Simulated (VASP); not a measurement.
Runs of VASP 6.6.1 on AlN. The structure is that of space group Pnma (No. 62), or close to it. The cells are those of the table. 

```tsv
task	cell	k mesh	cutoff (eV)	smearing	gap on the mesh (eV)	pressure (GPa)	relaxed volume (Å³/atom)	largest force (eV/Å)
single point	a = 5.779, b = 3.204, c = 5.228 Å, 8 atoms	4 × 8 × 6	520	gaussian 0.02 eV	3.47	-0.2	-	-
single point	a = 5.778, b = 3.202, c = 5.230 Å, 8 atoms	4 × 6 × 4	520	gaussian 0.1 eV	3.47	-0.2	-	0.01
relaxation of cell and atoms	relaxed from a = 5.091, b = 3.110, c = 5.227 Å, 8 atoms	4 × 6 × 4	600	gaussian 0.1 eV	3.51	0.2	12.03	0.04
relaxation of cell and atoms	relaxed from a = 5.778, b = 3.202, c = 5.230 Å, 8 atoms	4 × 8 × 6	600	gaussian 0.02 eV	3.48	0.0	12.07	0.01
single point	a = 5.091, b = 3.110, c = 5.227 Å, 8 atoms	4 × 6 × 4	520	gaussian 0.1 eV	3.91	(b)	-	(a)
```

Alike in all rows: level PBE; potentials or basis VASP PAW PBE potentials, release 64 (Al, N); no spin polarisation.

Problem. Fill in the values left out.

Solution. (a) 2.87; (b) 28.9.

Caveats: the volume moved by over 15 % at a fixed basis, so the end points are rough (some runs); forces of over 1 eV/Å act on the atoms, so gaps and moduli don't describe the material at rest (some runs).

A k mesh can miss the band edges.
